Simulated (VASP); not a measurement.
# Si4W (Im-3m) in VASP: a series of runs

The runs below take Si4W through single point, relaxation of cell and atoms, with PBE.

Everything below comes from runs of VASP 6.6.1. Logs are shortened: lines on timing, memory, paths and dates and some standing lists are left out, and cuts for length are marked.

## Step 1: The cell of the first run

It takes space group Im-3m (No. 229, cubic). The conventional cell has a = 5.639 Å, b = 5.639 Å, c = 5.639 Å, α = 90.00°, β = 90.00°, γ = 90.00°. Within 3.2 Å of Si (site symmetry -3m) lie 2 W at 2.44 Å and 6 Si at 2.82 Å. W (site symmetry m-3m) has 8 Si at 2.44 Å within 3.2 Å.

## Step 2: Single point, PBE

Input file INCAR:

```
PREC = Accurate
ENCUT = 520
EDIFF = 1E-7
ISMEAR = 0
SIGMA = 0.1
LREAL = F
LASPH = T
NELM = 80
ALGO = Normal
ISIF = 2
LWAVE = F
LCHARG = F
GGA = PE
NBANDS = 23
```

Input file KPOINTS:

```
regular mesh
0
Gamma
  10 10 10
```

Input file POSCAR:

```
Si4W
1.0
   -2.8194341272      2.8194341272      2.8194341272
    2.8194341272     -2.8194341272      2.8194341272
    2.8194341272      2.8194341272     -2.8194341272
Si W
4 1
Direct
    0.5000000000      0.5000000000      0.5000000000
    0.0000000000      0.0000000000      0.5000000000
    0.0000000000      0.5000000000      0.0000000000
    0.5000000000      0.0000000000      0.0000000000
    0.0000000000      0.0000000000      0.0000000000
```

Potentials or basis: VASP PAW PBE potentials, release 64 (Si, W_sv).

The run is started by

```sh
$ cat potpaw_PBE.64/Si/POTCAR potpaw_PBE.64/W_sv/POTCAR > POTCAR
$ mpirun -np 1 vasp_std > vasp.out
```

OUTCAR:

```text
PREC = Accurate
   ENCUT = 520
   EDIFF = 1E-7
   ISMEAR = 0
   LREAL = F
   LASPH = T
   NELM = 80
   ISIF = 2
   GGA = PE

 ion  position               nearest neighbor table
   1  0.500  0.500  0.500-   5 2.44   5 2.44   4 2.82   2 2.82   4 2.82   3 2.82   2 2.82   3 2.82

   2  0.000  0.000  0.500-   5 2.44   5 2.44   4 2.82   1 2.82   3 2.82   3 2.82   4 2.82   1 2.82

   3  0.000  0.500  0.000-   5 2.44   5 2.44   4 2.82   1 2.82   2 2.82   2 2.82   1 2.82   4 2.82

   4  0.500  0.000  0.000-   5 2.44   5 2.44   3 2.82   1 2.82   1 2.82   2 2.82   2 2.82   3 2.82

   5  0.000  0.000  0.000-   1 2.44   2 2.44   3 2.44   4 2.44   2 2.44   3 2.44   4 2.44   1 2.44

  LATTYP: Found a body centered cubic cell.
 ALAT       =     5.6388682544

  Lattice vectors:

 A1 = (  -2.8194341272,   2.8194341272,   2.8194341272)
 A2 = (   2.8194341272,  -2.8194341272,   2.8194341272)
 A3 = (   2.8194341272,   2.8194341272,  -2.8194341272)

Analysis of symmetry for initial positions (statically):
=====================================================================
 Subroutine PRICEL returns:
 Original cell was already a primitive cell.

 Routine SETGRP: Setting up the symmetry group for a
 body centered cubic supercell.

 Subroutine GETGRP returns: Found 48 space group operations
 (whereof 48 operations were pure point group operations)
 out of a pool of 48 trial point group operations.

The static configuration has the point symmetry O_h .

Analysis of symmetry for dynamics (positions and initial velocities):
=====================================================================
 Subroutine PRICEL returns:
 Original cell was already a primitive cell.

 Routine SETGRP: Setting up the symmetry group for a
 body centered cubic supercell.

 Subroutine GETGRP returns: Found 48 space group operations
 (whereof 48 operations were pure point group operations)
 out of a pool of 48 trial point group operations.

The dynamic configuration has the point symmetry O_h .

 Subroutine INISYM returns: Found 48 space group operations
 (whereof 48 operations are pure point group operations),
 and found     1 'primitive' translations

----------------------------------------------------------------------------------------

                                     Primitive cell

  volume of cell :      89.6491

  direct lattice vectors                    reciprocal lattice vectors
    -2.819434127  2.819434127  2.819434127     0.000000000  0.177340550  0.177340550
     2.819434127 -2.819434127  2.819434127     0.177340550  0.000000000  0.177340550
     2.819434127  2.819434127 -2.819434127     0.177340550  0.177340550  0.000000000

  length of vectors
     4.883403157  4.883403157  4.883403157     0.250797412  0.250797412  0.250797412

  position of ions in fractional coordinates (direct lattice)
     0.500000000  0.500000000  0.500000000
     0.000000000  0.000000000  0.500000000
     0.000000000  0.500000000  0.000000000
     0.500000000  0.000000000  0.000000000
     0.000000000  0.000000000  0.000000000

  ion indices of the primitive-cell ions
   primitive index   ion index
                 1           1
                 2           2
                 3           3
                 4           4
                 5           5

----------------------------------------------------------------------------------------

 KPOINTS: regular mesh

Automatic generation of k-mesh.
 Grid dimensions read from file:
 generate k-points for:   10   10   10

 Generating k-lattice:

  Cartesian coordinates                     Fractional coordinates (reciprocal lattice)
     0.000000000  0.017734055  0.017734055     0.100000000  0.000000000  0.000000000
     0.017734055  0.000000000  0.017734055     0.000000000  0.100000000  0.000000000
     0.017734055  0.017734055  0.000000000     0.000000000  0.000000000  0.100000000

  Length of vectors
     0.025079741  0.025079741  0.025079741

  Shift w.r.t. Gamma in fractional coordinates (k-lattice)
     0.000000000  0.000000000  0.000000000

 Subroutine IBZKPT returns following result:
 ===========================================

 Found     47 irreducible k-points:

 Following reciprocal coordinates:
            Coordinates               Weight
  0.000000  0.000000  0.000000      1.000000
  0.100000  0.000000  0.000000     12.000000
  0.200000  0.000000  0.000000     12.000000
  0.300000  0.000000  0.000000     12.000000
  0.400000  0.000000  0.000000     12.000000
  0.500000  0.000000  0.000000      6.000000
[... 16 lines left out ...]
  0.300000  0.300000  0.100000      8.000000
 -0.300000  0.300000  0.100000     24.000000
 [... further k-points ...]
   k-points           NKPTS =     47   k-points in BZ     NKDIM =     47   number of bands    NBANDS=     23
   number of dos      NEDOS =    301   number of ions     NIONS =      5
   total plane-waves  NPLWV =  46656
   dimension x,y,z NGX =    36 NGY =   36 NGZ =   36
   dimension x,y,z NGXF=    72 NGYF=   72 NGZF=   72
   ions per type =               4   1
   NGX,Y,Z   is equivalent  to a cutoff of  12.26, 12.26, 12.26 a.u.
   NGXF,Y,Z  is equivalent  to a cutoff of  24.51, 24.51, 24.51 a.u.
 SYSTEM =  unknown system
   PREC   = accura    normal or accurate (medium, high low for compatibility)
   ISTART =      0    job   : 0-new  1-cont  2-samecut
   ICHARG =      2    charge: 1-file 2-atom 10-const
   ISPIN  =      1    spin polarized calculation?
   LNONCOLLINEAR =      F non collinear calculations
   LSORBIT =      F    spin-orbit coupling
   LASPH  =      T    aspherical Exc in radial PAW
   ENCUT  =  520.0 eV  38.22 Ry    6.18 a.u.   9.08  9.08  9.08*2*pi/ulx,y,z
   NELM   =     80;   NELMIN=  2; NELMDL= -5     # of ELM steps
   EDIFF  = 0.1E-06   stopping-criterion for ELM
   LREAL  =      F    real-space projection
   EDIFFG = 0.1E-05   stopping-criterion for IOM
   NSW    =      0    number of steps for IOM
   IBRION =     -1    ionic relax: 0-MD 1-quasi-New 2-CG
   NFREE  =      0    steps in history (QN), initial steepest desc. (CG)
   ISIF   =      2    stress and relaxation
   ISYM   =      2    0-nonsym 1-usesym 2-fastsym
   POTIM  = 0.5000    time-step for ionic-motion
   TEBEG  =    0.0;   TEEND  =   0.0 temperature during run
   PSTRESS=    0.0 pullay stress
   NELECT =      30.0000    total number of electrons
   NUPDOWN=      -1.0000    fix difference up-down
   EMIN   =  10.00;   EMAX   =-10.00  energy-range for DOS
   EFERMI =   0.00;   METHOD = LEGACY
   ISMEAR =     0;   SIGMA  =   0.10  broadening in eV -4-tet -1-fermi 0-gaus
   EFERMI_NEDOS =   21; number of points for ismear=-14 and -15
   IALGO  =     38    algorithm
   IMIX   =      4    mixing-type and parameters
     AMIX     =   0.40;   BMIX     =  1.00
     AMIX_MAG =   1.60;   BMIX_MAG =  1.00
  volume/ion in A,a.u.               =      17.93       121.00
  Fermi-wavevector in a.u.,A,eV,Ry     =   1.136580  2.147825 17.576194  1.291814
  Thomas-Fermi vector in A             =   2.273285
   LORBIT       =      0    0 simple, 1 ext, 2 COOP (PROOUT), +10 PAW based schemes
   GGA     = PE    functional components
   LHFCALC =     F    Hartree Fock is set to
   AEXX    =    0.0000 exact exchange contribution
   IVDW    =     0    specifies the selected vdW correction
   LEPSILON=     F    determine dielectric tensor
   LRPA    =     F    only Hartree local field effects (RPA)
 non-spin polarized calculation
 Gauss-broadening in eV      SIGMA  =   0.10
  energy-cutoff  :      520.00
  volume of cell :       89.65
 maximum number of plane-waves:      2454
   NGX = 19   NGY = 19   NGZ = 19

 number of electron      30.0000006 magnetization

 Free energy of the ion-electron system (eV)
  ---------------------------------------------------
  ext. energy  EPLUGINS =         0.00000000
  ---------------------------------------------------
  free energy    TOTEN  =       -32.63244617 eV

  energy without entropy =      -32.61585322  energy(sigma->0) =      -32.62414969

 E-fermi :   8.0423     XC(G=0): -10.5825

 val. band max:        8.0386330878   @ k =   0.2000   0.2000   0.2000
 cond. band min:       8.0470868796   @ k =   0.2000   0.2000   0.0000
 fundamental gap:      0.0084537918
 Fermi energy:         8.0423326661

 k-point     1 :       0.0000    0.0000    0.0000
  band No.  band energies     occupation
      1     -66.2143      2.00000
      2     -30.5961      2.00000
      3     -30.5961      2.00000
      4     -30.5961      2.00000
      5      -4.4328      2.00000
      6       0.8670      2.00000
[... 15 lines left out ...]
     22      11.3667      0.00000
     23      12.4500      0.00000

 k-point     2 :       0.1000    0.0000    0.0000
  band No.  band energies     occupation
      1     -66.2143      2.00000
      2     -30.5966      2.00000
      3     -30.5963      2.00000
      4     -30.5961      2.00000
      5      -4.3372      2.00000
      6       0.7283      2.00000
[... 15 lines left out ...]
     22      11.3725      0.00000
     23      12.5586      0.00000

 k-point     3 :       0.2000    0.0000    0.0000
  band No.  band energies     occupation
      1     -66.2143      2.00000
      2     -30.5979      2.00000
      3     -30.5970      2.00000
      4     -30.5961      2.00000
      5      -4.0547      2.00000
      6       0.3040      2.00000
[... 15 lines left out ...]
     22      12.0406      0.00000
     23      12.9083      0.00000
[... 495 lines left out ...]
 k-point    23 :       0.3000    0.3000    0.1000
  band No.  band energies     occupation
      1     -66.2142      2.00000
      2     -30.5996      2.00000
      3     -30.5996      2.00000
      4     -30.5973      2.00000
      5      -1.9630      2.00000
      6      -1.1599      2.00000
[... 15 lines left out ...]
     22      11.8239      0.00000
     23      11.8239      0.00000

 k-point    24 :      -0.3000    0.3000    0.1000
  band No.  band energies     occupation
      1     -66.2142      2.00000
      2     -30.5996      2.00000
      3     -30.5980      2.00000
      4     -30.5966      2.00000
      5      -3.5044      2.00000
      6      -0.3288      2.00000
[... 15 lines left out ...]
     22      12.9534      0.00000
     23      13.0633      0.00000

 [... further k-points ...]

------------------------ aborting loop because EDIFF is reached ----------------------------------------

  FORCE on cell =-STRESS in cart. coord.  units (eV):
  Direction    XX          YY          ZZ          XY          YZ          ZX
  --------------------------------------------------------------------------------------
  -------------------------------------------------------------------------------------
  Total       -0.0090160     -0.0090160     -0.0090160      0.0000000     -0.0000000     -0.0000000
  in kB       -0.1611317     -0.1611317     -0.1611317      0.0000000     -0.0000000     -0.0000000
  external PRESSURE =      -0.1611317 kB  Pullay stress =       0.0000000 kB

 VOLUME and BASIS-vectors are now :
 -----------------------------------------------------------------------------
  energy-cutoff  :      520.00
  volume of cell :       89.65
      direct lattice vectors                 reciprocal lattice vectors
    -2.819434127  2.819434127  2.819434127     0.000000000  0.177340550  0.177340550
     2.819434127 -2.819434127  2.819434127     0.177340550  0.000000000  0.177340550
     2.819434127  2.819434127 -2.819434127     0.177340550  0.177340550  0.000000000

 POSITION                                       TOTAL-FORCE (eV/Angst)
 -----------------------------------------------------------------------------------
      1.40972      1.40972      1.40972         0.000000     -0.000000      0.000000
      1.40972      1.40972     -1.40972        -0.000000     -0.000000      0.000000
      1.40972     -1.40972      1.40972         0.000000     -0.000000     -0.000000
     -1.40972      1.40972      1.40972        -0.000000      0.000000     -0.000000
      0.00000      0.00000      0.00000         0.000000     -0.000000      0.000000
 -----------------------------------------------------------------------------------
    total drift:                               -0.000000     -0.000000     -0.000000

  FREE ENERGIE OF THE ION-ELECTRON SYSTEM (eV)
  ---------------------------------------------------
  free  energy   TOTEN  =       -32.6324461699 eV

  energy  without entropy=      -32.6158532200  energy(sigma->0) =      -32.62414969
```

It took 86 s on 1 thread of Intel Xeon Platinum 8488C (Sapphire Rapids), shared host; peak memory 0.25 GiB.

Results:

```yaml
Free_energy: -32.6324 eV
Pressure: 0.0 GPa
Band_gap_on_the_k_mesh: zero (band 15 reaches 9.33 eV, above the bottom of band 16 at 5.57 eV)
```

Caveat: spin-orbit coupling is left out, which moves the levels of the heavy elements.

(Part 1 of 2 ends here.)
